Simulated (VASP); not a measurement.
# Sb in VASP: a series of runs, part 2 of 2

VASP 6.6.1. The steps go on from the part before.

## (3) Single point, PBE+D3(BJ)

INCAR reads:

```
SYSTEM = Sb
PREC = Accurate ; ENCUT = 520
EDIFF = 1E-6 ; ISMEAR = 0
SIGMA = 0.05 ; LREAL = .False.
LASPH = .True. ; NELM = 100
ALGO = Normal ; ISIF = 2
LWAVE = .False. ; LCHARG = .True.
LDIPOL = .True. ; IDIPOL = 3
DIPOL = 0.5 0.5 0.388 ; GGA = PE
IVDW = 12 ; LELF = .True.
LVHAR = .True. ; LVACPOTAV = .True.
NBANDS = 18
```

KPOINTS reads:

```
Automatic mesh
0
Gamma
  9 9 1
  0 0 0
```

POSCAR reads:

```
Sb
1.0
    4.0686848921      0.0000000000      0.0000000000
   -2.0343424461      3.5235844766      0.0000000000
    0.0000000000      0.0000000000     20.8000277116
Sb
4
Direct
    0.3333333333      0.6666666667      0.2956733491
    0.6666666667      0.3333333333      0.2163458656
    0.6666666667      0.7777777778      0.5600967399
    0.3333333333      1.1111111111      0.4807692564
```

Potentials or basis: VASP PAW PBE potentials, release 64 (Sb).

Run with:

```bash
cat potpaw_PBE.64/Sb/POTCAR > POTCAR
mpirun -np 1 vasp_std > vasp.out
```

OUTCAR:

```text
SYSTEM = Sb
   PREC = Accurate
   ENCUT = 520
   EDIFF = 1E-6
   ISMEAR = 0
   LREAL = .False.
   LASPH = .True.
   NELM = 100
   ISIF = 2
   GGA = PE
   IVDW = 12
 IVDW          = 12

 ion  position               nearest neighbor table
   1  0.333  0.667  0.296-   2 2.87   2 2.87   2 2.87
   2  0.667  0.333  0.216-   1 2.87   1 2.87   1 2.87
   3  0.667  0.778  0.560-   4 2.87   4 2.87   4 2.87
   4  0.333  0.111  0.481-   3 2.87   3 2.87   3 2.87

  LATTYP: Found a hexagonal cell.
 ALAT       =     4.0686848921
 C/A-ratio  =     5.1122237930

  Lattice vectors:

 A1 = (   4.0686848921,   0.0000000000,   0.0000000000)
 A2 = (  -2.0343424461,   3.5235844766,   0.0000000000)
 A3 = (   0.0000000000,   0.0000000000,  20.8000277116)

Analysis of symmetry for initial positions (statically):
=====================================================================
 Subroutine PRICEL returns:
 Original cell was already a primitive cell.

 Routine SETGRP: Setting up the symmetry group for a
 hexagonal supercell.

 Subroutine GETGRP returns: Found  2 space group operations
 (whereof  1 operations were pure point group operations)
 out of a pool of 24 trial point group operations.

The static configuration has the point symmetry C_1 .
 The point group associated with its full space group is C_2 .

Analysis of symmetry for dynamics (positions and initial velocities):
=====================================================================
 Subroutine PRICEL returns:
 Original cell was already a primitive cell.

 Routine SETGRP: Setting up the symmetry group for a
 hexagonal supercell.

 Subroutine GETGRP returns: Found  2 space group operations
 (whereof  1 operations were pure point group operations)
 out of a pool of 24 trial point group operations.

The dynamic configuration has the point symmetry C_1 .
 The point group associated with its full space group is C_2 .

 Subroutine INISYM returns: Found  2 space group operations
 (whereof  1 operations are pure point group operations),
 and found     1 'primitive' translations

----------------------------------------------------------------------------------------

                                     Primitive cell

  volume of cell :     298.1966

  direct lattice vectors                    reciprocal lattice vectors
     4.068684892  0.000000000  0.000000000     0.245779663  0.141900954  0.000000000
    -2.034342446  3.523584477  0.000000000     0.000000000  0.283801909  0.000000000
     0.000000000  0.000000000 20.800027712     0.000000000  0.000000000  0.048076859

  length of vectors
     4.068684892  4.068684892 20.800027712     0.283801909  0.283801909  0.048076859

  position of ions in fractional coordinates (direct lattice)
     0.333333333  0.666666667  0.295673349
     0.666666667  0.333333333  0.216345866
     0.666666667  0.777777778  0.560096740
     0.333333333  0.111111111  0.480769256

  ion indices of the primitive-cell ions
   primitive index   ion index
                 1           1
                 2           2
                 3           3
                 4           4

----------------------------------------------------------------------------------------

 KPOINTS: Automatic mesh

Automatic generation of k-mesh.
[... 28 lines left out ...]
  0.333333 -0.000000  0.000000      2.000000
[... 16 lines left out ...]
 -0.222222 -0.444444  0.000000      4.000000
  0.444444  0.333333  0.000000      4.000000
   k-points           NKPTS =     25   k-points in BZ     NKDIM =     25   number of bands    NBANDS=     18
   number of dos      NEDOS =    301   number of ions     NIONS =      4
   total plane-waves  NPLWV = 144000
   dimension x,y,z NGX =    30 NGY =   30 NGZ =  160
   dimension x,y,z NGXF=    60 NGYF=   60 NGZF=  320
   ions per type =               4
   NGX,Y,Z   is equivalent  to a cutoff of  12.26, 12.26, 12.79 a.u.
   NGXF,Y,Z  is equivalent  to a cutoff of  24.52, 24.52, 25.58 a.u.
 SYSTEM =  Sb
   PREC   = accura    normal or accurate (medium, high low for compatibility)
   ISTART =      0    job   : 0-new  1-cont  2-samecut
   ICHARG =      2    charge: 1-file 2-atom 10-const
   ISPIN  =      1    spin polarized calculation?
   LNONCOLLINEAR =      F non collinear calculations
   LSORBIT =      F    spin-orbit coupling
   LASPH  =      T    aspherical Exc in radial PAW
   ENCUT  =  520.0 eV  38.22 Ry    6.18 a.u.   7.57  7.57 38.67*2*pi/ulx,y,z
   NELM   =    100;   NELMIN=  2; NELMDL= -5     # of ELM steps
   EDIFF  = 0.1E-05   stopping-criterion for ELM
   LREAL  =      F    real-space projection
   EDIFFG = 0.1E-04   stopping-criterion for IOM
   NSW    =      0    number of steps for IOM
   IBRION =     -1    ionic relax: 0-MD 1-quasi-New 2-CG
   NFREE  =      0    steps in history (QN), initial steepest desc. (CG)
   ISIF   =      2    stress and relaxation
   ISYM   =      2    0-nonsym 1-usesym 2-fastsym
   POTIM  = 0.5000    time-step for ionic-motion
   TEBEG  =    0.0;   TEEND  =   0.0 temperature during run
   PSTRESS=    0.0 pullay stress
   NELECT =      20.0000    total number of electrons
   NUPDOWN=      -1.0000    fix difference up-down
   EMIN   =  10.00;   EMAX   =-10.00  energy-range for DOS
   EFERMI =   0.00;   METHOD = LEGACY
   ISMEAR =     0;   SIGMA  =   0.05  broadening in eV -4-tet -1-fermi 0-gaus
   EFERMI_NEDOS =   21; number of points for ismear=-14 and -15
   IALGO  =     38    algorithm
   IMIX   =      4    mixing-type and parameters
     AMIX     =   0.40;   BMIX     =  1.00
     AMIX_MAG =   1.60;   BMIX_MAG =  1.00
  volume/ion in A,a.u.               =      74.55       503.08
  Fermi-wavevector in a.u.,A,eV,Ry     =   0.665146  1.256945  6.019487  0.442420
  Thomas-Fermi vector in A             =   1.739052
   LORBIT       =      0    0 simple, 1 ext, 2 COOP (PROOUT), +10 PAW based schemes
   GGA     = PE    functional components
   LHFCALC =     F    Hartree Fock is set to
   AEXX    =    0.0000 exact exchange contribution
   IVDW    =    12    specifies the selected vdW correction
   LEPSILON=     F    determine dielectric tensor
   LRPA    =     F    only Hartree local field effects (RPA)
 non-spin polarized calculation
 Gauss-broadening in eV      SIGMA  =   0.05
  energy-cutoff  :      520.00
  volume of cell :      298.20
 maximum number of plane-waves:      8073
   NGX = 15   NGY = 15   NGZ = 77

 dipolmoment           0.000000      0.000000      0.000042 electrons x Angstroem

 number of electron      20.0000000 magnetization

 dipolmoment           0.000000      0.000000     -0.000001 electrons x Angstroem

 Free energy of the ion-electron system (eV)
  ---------------------------------------------------
  ext. energy  EPLUGINS =         0.00000000
  ---------------------------------------------------
  free energy    TOTEN  =       -16.21522810 eV

  energy without entropy =      -16.21522810  energy(sigma->0) =      -16.21522810

 E-fermi :   0.1251     XC(G=0):  -4.7619

 val. band max:       -0.0945990657   @ k =   0.0000   0.0000   0.0000
 cond. band min:       0.7823040494   @ k =   0.3333  -0.0000   0.0000
 fundamental gap:      0.8769031151
 Fermi energy:         0.1251052850

 k-point     1 :       0.0000    0.0000    0.0000
  band No.  band energies     occupation
      1     -11.6529      2.00000
      2     -11.5946      2.00000
      3      -6.7670      2.00000
      4      -6.3765      2.00000
      5      -1.4149      2.00000
      6      -0.3115      2.00000
[... 481 lines left out ...]
      5      -3.5489      2.00000
      6      -3.4996      2.00000
[... 10 lines left out ...]
     17       5.8104      0.00000
     18       5.8945      0.00000

 [... further k-points ...]

------------------------ aborting loop because EDIFF is reached ----------------------------------------

 Edisp (eV)   -1.16493

 E8    (eV) :    -0.5587

  FORCE on cell =-STRESS in cart. coord.  units (eV):
  Direction    XX          YY          ZZ          XY          YZ          ZX
  --------------------------------------------------------------------------------------
  -------------------------------------------------------------------------------------
  Total       0.01350     0.10515    -0.32105    -0.07937     0.07970    -0.04601
  in kB       0.07251     0.56495    -1.72499    -0.42647     0.42821    -0.24723
  external pressure =       -0.36 kB  Pullay stress =        0.00 kB

 VOLUME and BASIS-vectors are now :
 -----------------------------------------------------------------------------
  energy-cutoff  :      520.00
  volume of cell :      298.20
      direct lattice vectors                 reciprocal lattice vectors
     4.068684892  0.000000000  0.000000000     0.245779663  0.141900954  0.000000000
    -2.034342446  3.523584477  0.000000000     0.000000000  0.283801909  0.000000000
     0.000000000  0.000000000 20.800027712     0.000000000  0.000000000  0.048076859

 POSITION                                       TOTAL-FORCE (eV/Angst)
 -----------------------------------------------------------------------------------
     -0.00000      2.34906      6.15001         0.002752     -0.011618      0.192127
      2.03434      1.17453      4.50000         0.006294     -0.004049     -0.061692
      1.13019      2.74057     11.65003        -0.000360      0.007475      0.061692
      1.13019      0.39151     10.00001        -0.008686      0.008192     -0.192127
 -----------------------------------------------------------------------------------
    total drift:                               -0.000025     -0.000015     -0.000020

  FREE ENERGIE OF THE ION-ELECTRON SYSTEM (eV)
  ---------------------------------------------------
  free  energy   TOTEN  =       -17.3801533377 eV

  energy  without entropy=      -17.3801533377  energy(sigma->0) =      -17.38015334

 vacuum level on the upper side and lower side of the slab         4.619         4.619
```

stdout:

```text
POSCAR found type information on POSCAR Sb
 POSCAR found :  1 types and       4 ions
 scaLAPACK will be used
 LDA part: xc-table for (Slater+PW92), standard interpolation
 POSCAR, INCAR and KPOINTS ok, starting setup
 FFT: planning ... GRIDC
 FFT: planning ... GRID_SOFT
 FFT: planning ... GRID
 WAVECAR not read
 entering main loop
 -----------------------------------------------------------------------------
|                                                                             |
|           W    W    AA    RRRRR   N    N  II  N    N   GGGG   !!!           |
|           W    W   A  A   R    R  NN   N  II  NN   N  G    G  !!!           |
|           W    W  A    A  R    R  N N  N  II  N N  N  G       !!!           |
|           W WW W  AAAAAA  RRRRR   N  N N  II  N  N N  G  GGG   !            |
|           WW  WW  A    A  R   R   N   NN  II  N   NN  G    G                |
|           W    W  A    A  R    R  N    N  II  N    N   GGGG   !!!           |
|                                                                             |
|     Did not find any points to average over, which means that no vacuum     |
|     field-free region was found. Please increase the size of  your cell     |
|     in the dimension of the dipole correction to obtain accurate            |
|     workfunction values.                                                    |
|                                                                             |
 -----------------------------------------------------------------------------
```

Wall time 3.7 min (1 thread of Intel Xeon Platinum 8375C at 2.90GHz (Ice Lake), shared host); peak memory 0.43 GiB.

Results:

* Free energy: -17.3802 eV
* Largest force: 0.192 eV/Å
* Band gap on the k mesh: 0.88 eV, indirect (least direct gap 1.44 eV)
* Dispersion energy per atom: -0.291 eV

Forces on the atoms (eV/Å):
```
Sb   0.003 -0.012  0.192
Sb   0.006 -0.004 -0.062
Sb   0.000  0.007  0.062
Sb  -0.009  0.008 -0.192
```

Caveat: spin-orbit coupling is left out, which moves the levels of the heavy elements.

## (4) Single point, PBE+D3(BJ)

INCAR reads:

```
SYSTEM = Sb
PREC = Accurate
ENCUT = 520
EDIFF = 1E-6
ISMEAR = 0
SIGMA = 0.05
LREAL = .False.
LASPH = .True.
NELM = 80
ALGO = Normal
ISIF = 2
LWAVE = .False.
LCHARG = .False.
LDIPOL = .True.
IDIPOL = 3
DIPOL = 0.5 0.5 0.388
GGA = PE
IVDW = 12
NBANDS = 18
```

KPOINTS reads:

```
regular mesh
0
Gamma
  9 9 1
  0 0 0
```

POSCAR, as its differences from that of step 3:

```diff
@@ -10,3 +10,3 @@
     0.6666666667      0.3333333333      0.2163458656
-    0.6666666667      0.7777777778      0.5600967399
-    0.3333333333      1.1111111111      0.4807692564
+    0.6666666667      1.0000000000      0.5600967399
+    0.3333333333      1.3333333333      0.4807692564
```

Potentials or basis: VASP PAW PBE potentials, release 64 (Sb).

Run with:

```bash
cat potpaw_PBE.64/Sb/POTCAR > POTCAR
mpirun -np 1 vasp_std > vasp.out
```

OUTCAR:

```text
SYSTEM = Sb
   PREC = Accurate
   ENCUT = 520
   EDIFF = 1E-6
   ISMEAR = 0
   LREAL = .False.
   LASPH = .True.
   NELM = 80
   ISIF = 2
   GGA = PE
   IVDW = 12
 IVDW          = 12

 ion  position               nearest neighbor table
   1  0.333  0.667  0.296-   2 2.87   2 2.87   2 2.87
   2  0.667  0.333  0.216-   1 2.87   1 2.87   1 2.87
   3  0.667  0.000  0.560-   4 2.87   4 2.87   4 2.87
   4  0.333  0.333  0.481-   3 2.87   3 2.87   3 2.87

[... 715 lines left out ...]
  Direction    XX          YY          ZZ          XY          YZ          ZX
  --------------------------------------------------------------------------------------
  -------------------------------------------------------------------------------------
  Total       0.04096     0.11986    -0.13304    -0.06833    -0.21341     0.12321
  in kB       0.22006     0.64399    -0.71483    -0.36714    -1.14663     0.66201
  external pressure =        0.05 kB  Pullay stress =        0.00 kB

 VOLUME and BASIS-vectors are now :
 -----------------------------------------------------------------------------
  energy-cutoff  :      520.00
  volume of cell :      298.20
      direct lattice vectors                 reciprocal lattice vectors
     4.068684892  0.000000000  0.000000000     0.245779663  0.141900954  0.000000000
    -2.034342446  3.523584477  0.000000000     0.000000000  0.283801909  0.000000000
     0.000000000  0.000000000 20.800027712     0.000000000  0.000000000  0.048076859

 POSITION                                       TOTAL-FORCE (eV/Angst)
 -----------------------------------------------------------------------------------
     -0.00000      2.34906      6.15001        -0.018121      0.025766      0.162661
      2.03434      1.17453      4.50000        -0.006242      0.016432     -0.072229
      2.71246      0.00000     11.65003         0.011109     -0.013621      0.072229
      0.67811      1.17453     10.00001         0.013253     -0.028576     -0.162661
 -----------------------------------------------------------------------------------
    total drift:                               -0.000012     -0.000007     -0.000015

  FREE ENERGIE OF THE ION-ELECTRON SYSTEM (eV)
  ---------------------------------------------------
  free  energy   TOTEN  =       -17.3645615073 eV

  energy  without entropy=      -17.3645615073  energy(sigma->0) =      -17.36456151

 vacuum level on the upper side and lower side of the slab         4.510         4.511
```

OSZICAR:

```text
N       E                     dE             d eps       ncg     rms          rms(c)
DAV:   1     0.103665646428E+03    0.10367E+03   -0.58730E+03   900   0.783E+02
DAV:   2    -0.632804916872E+01   -0.10999E+03   -0.10487E+03  1210   0.129E+02
DAV:   3    -0.160422335834E+02   -0.97142E+01   -0.96297E+01  1256   0.439E+01
DAV:   4    -0.162749759223E+02   -0.23274E+00   -0.23246E+00  1076   0.793E+00
DAV:   5    -0.162836155824E+02   -0.86397E-02   -0.86395E-02  1344   0.166E+00    0.425E+00
DAV:   6    -0.162315133416E+02    0.52102E-01   -0.26789E-02  1004   0.754E-01    0.262E+00
DAV:   7    -0.161998420768E+02    0.31671E-01   -0.67345E-02  1064   0.121E+00    0.136E-01
DAV:   8    -0.162005076538E+02   -0.66558E-03   -0.32724E-03  1098   0.283E-01    0.722E-02
DAV:   9    -0.162005661161E+02   -0.58462E-04   -0.64554E-04  1096   0.126E-01    0.272E-02
DAV:  10    -0.162005441478E+02    0.21968E-04   -0.47996E-05  1160   0.342E-02    0.131E-02
DAV:  11    -0.162005154526E+02    0.28695E-04   -0.86140E-05  1002   0.356E-02    0.658E-03
DAV:  12    -0.162005071634E+02    0.82892E-05   -0.11224E-05   930   0.125E-02    0.441E-03
DAV:  13    -0.162005704916E+02   -0.63328E-04   -0.18541E-05  1016   0.128E-02    0.300E-03
DAV:  14    -0.162006062628E+02   -0.35771E-04   -0.11333E-06  1012   0.496E-03    0.228E-03
DAV:  15    -0.162006646688E+02   -0.58406E-04   -0.15500E-06   900   0.600E-03    0.762E-04
DAV:  16    -0.162006793678E+02   -0.14699E-04   -0.30717E-07   870   0.223E-03    0.477E-04
DAV:  17    -0.162006863629E+02   -0.69950E-05   -0.27845E-07   832   0.160E-03    0.130E-04
DAV:  18    -0.162006867825E+02   -0.41965E-06   -0.17676E-08   756   0.520E-04
   1 F= -.17364562E+02 E0= -.17364562E+02  d E =-.130325E-15
```

stdout:

```text
POSCAR found type information on POSCAR Sb
 POSCAR found :  1 types and       4 ions
 scaLAPACK will be used
 LDA part: xc-table for (Slater+PW92), standard interpolation
 POSCAR, INCAR and KPOINTS ok, starting setup
 FFT: planning ... GRIDC
 FFT: planning ... GRID_SOFT
 FFT: planning ... GRID
 WAVECAR not read
 entering main loop
```

It took 3.6 min on 1 thread of Intel Xeon Platinum 8375C at 2.90GHz (Ice Lake), shared host; peak memory 0.43 GiB.

What came out:

* Free energy: -17.3646 eV
* Largest force: 0.166 eV/Å
* Band gap on the k mesh: 0.88 eV, indirect (least direct gap 1.41 eV)
* Dispersion energy per atom: -0.291 eV

Forces on the atoms (eV/Å):
```
Sb  -0.018  0.026  0.163
Sb  -0.006  0.016 -0.072
Sb   0.011 -0.014  0.072
Sb   0.013 -0.029 -0.163
```

Caveat: spin-orbit coupling is left out, which moves the levels of the heavy elements.

## (5) Single point, PBE+D3(BJ)

INCAR reads:

```
  PREC = Accurate
  ENCUT = 520
  EDIFF = 1E-6
  ISMEAR = 0
  SIGMA = 0.05
  LREAL = F
  LASPH = T
  NELM = 100
  ALGO = Normal
  ISIF = 2
  LWAVE = F
  LCHARG = F
  LDIPOL = T
  IDIPOL = 3
  DIPOL = 0.5 0.5 0.388
  GGA = PE
  IVDW = 12
  NBANDS = 18
```

KPOINTS reads:

```
regular mesh
0
Gamma
  9 9 1
```

POSCAR, as its differences from that of step 4:

```diff
@@ -10,3 +10,3 @@
     0.6666666667      0.3333333333      0.2163458656
-    0.6666666667      1.0000000000      0.5600967399
-    0.3333333333      1.3333333333      0.4807692564
+    0.6666666667      1.2222222222      0.5600967399
+    0.3333333333      1.5555555556      0.4807692564
```

Run with:

```bash
cat potpaw_PBE.64/Sb/POTCAR > POTCAR
mpirun -np 1 vasp_std > vasp.out
```

Run time: 3.4 min. Hardware: 1 thread of Intel Xeon Platinum 8375C at 2.90GHz (Ice Lake), shared host; peak memory 0.43 GiB.

The run converged. Its results:

```yaml
Free_energy: -17.3139 eV
Largest_force: 0.108 eV/Å
Band_gap_on_the_k_mesh: 0.86 eV, indirect (least direct gap 1.31 eV)
Dispersion_energy_per_atom: -0.290 eV
```

Forces on the atoms (eV/Å):
```
Sb  -0.015  0.025  0.061
Sb  -0.007  0.013 -0.107
Sb   0.008 -0.012  0.107
Sb   0.014 -0.025 -0.061
```

Levels at points of the mesh, in eV from the valence-band top:
| k point | band 6 | band 7 | band 8 | band 9 | band 10 | band 11 | band 12 | band 13 | band 14 | band 15 |
| --- | --- | --- | --- | --- | --- | --- | --- | --- | --- | --- |
| (0.00, 0.00, 0.00) | -0.15 | -0.07 | -0.05 | -0.01 | 0.00 | 1.48 | 1.97 | 2.69 | 2.70 | 2.82 |

Caveat: spin-orbit coupling is left out, which moves the levels of the heavy elements.
